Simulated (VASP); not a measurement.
TiSnTe3:

```
Ti Sn Te
1.0
     4.15669    0.00000    0.00000
     0.00000    4.15669    0.00000
     0.00000    0.00000    8.92011
Ti Sn Te
1 1 3
Direct
  0.00000 0.00000 0.00000
  0.00000 0.00000 0.50000
  0.00000 0.00000 0.76101
  0.00000 0.00000 0.23899
  0.50000 0.50000 0.50000
```

The cell was built from a structure type or drawn by symmetry, and may not be a known phase.

* Program: VASP 6.6.1
* Task: relaxation of cell and atoms
* Functional: PBE
* Potentials or basis: VASP PAW PBE potentials, release 64 (Ti_sv, Sn_d, Te)
* Cutoff: 600 eV
* k mesh: 4 × 4 × 2
* Occupations: gaussian, width 0.1 eV
* Spin: no spin polarisation

At the start: pressure 28.7 GPa; volume 30.82 Å³/atom.

Question: Where does the relaxation end?

Answer: Over 14 steps the energy falls by 1299.8 meV/atom and the volume is 40.38 Å³/atom (+31.0 %); space group P4/mmm (No. 123, to 0.1 Å) before and after.

Step by step:
```
step  energy change (eV)  largest force (eV/Å)  pressure (GPa)  volume (Å³)
   1              0.0000                0.3090           28.68       154.12
   2             -2.0814                1.1683           -4.88       286.70
   3             -3.1320                1.3255           -4.84       263.21
   4             -4.0167                1.6215           -4.71       244.99
   5             -5.9902                2.1046           -0.30       198.39
   6             -6.0632                1.9426            0.20       193.00
   7             -6.0665                2.0053           -0.06       195.56
   8             -6.0669                1.9876            0.13       194.71
   9             -6.3263                1.0807            0.30       196.05
  10             -6.4352                0.0882            0.94       197.57
  11             -6.4855                0.3395           -0.68       205.22
  12             -6.4893                0.2472           -0.34       203.52
  13             -6.4973                0.0989           -0.10       202.50
  14             -6.4988                0.0153            0.04       201.91
```

Final structure:
```
CELL_PARAMETERS angstrom
4.18845 0.00000 0.00000
0.00000 4.18845 0.00000
0.00000 0.00000 11.50949
ATOMIC_POSITIONS crystal
Ti 0.00000 0.00000 0.00000
Sn 0.00000 0.00000 0.50000
Te 0.00000 0.00000 0.78094
Te 0.00000 0.00000 0.21906
Te 0.50000 0.50000 0.50000
```

Caveat: the k points lie up to 0.38 Å⁻¹ apart in the final cell; the volume moved by over 15 % at a fixed basis, so the end points are rough.
